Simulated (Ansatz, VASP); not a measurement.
## One calculation of Sc3I2, two programs

```xyz
5
Lattice="4.9446 0.0000 0.0000 -2.4723 4.2822 0.0000 0.0000 0.0000 6.1198" Properties=species:S:1:pos:R:3 pbc="T T T"
Sc    0.0000    0.0000    0.0000
Sc    0.0000    2.8548    4.0981
Sc    2.4723    1.4274    2.0217
I     0.0000    2.8548    1.1712
I     2.4723    1.4274    4.9486
```

Alike in both runs: functional PBE; k mesh 12 × 12 × 6; occupations gaussian, width 0.1 eV; no spin polarisation.

Ansatz relaxed the structure, and its values are those at the end. VASP's run is a single point on that final structure, the one shown.

|  | VASP | Ansatz |
| --- | --- | --- |
| version | VASP 6.6.1 | Ansatz 0.2.0 |
| potentials or method | VASP PAW PBE potentials, release 64 (Sc_sv, I), cutoff 520 eV | scalar-relativistic, plane waves, PAW |
| valence electrons in the cell | 47 | 67 |

|  | VASP | Ansatz | Ansatz less VASP |
| --- | --- | --- | --- |
| gap on the k mesh at the Fermi level (eV) | none | none | - |
| pressure (GPa) | 0.0 | 0.0 | -0.05 |

A gap of «none» marks a metal or a gap that the smearing closes. With one functional, cell and mesh, what is left measures potentials, basis and numerics. VASP's potentials hold 47 valence electrons a cell and Ansatz's 67, so a difference there can come from the potentials and not from the codes.

Spin-orbit coupling is off throughout.
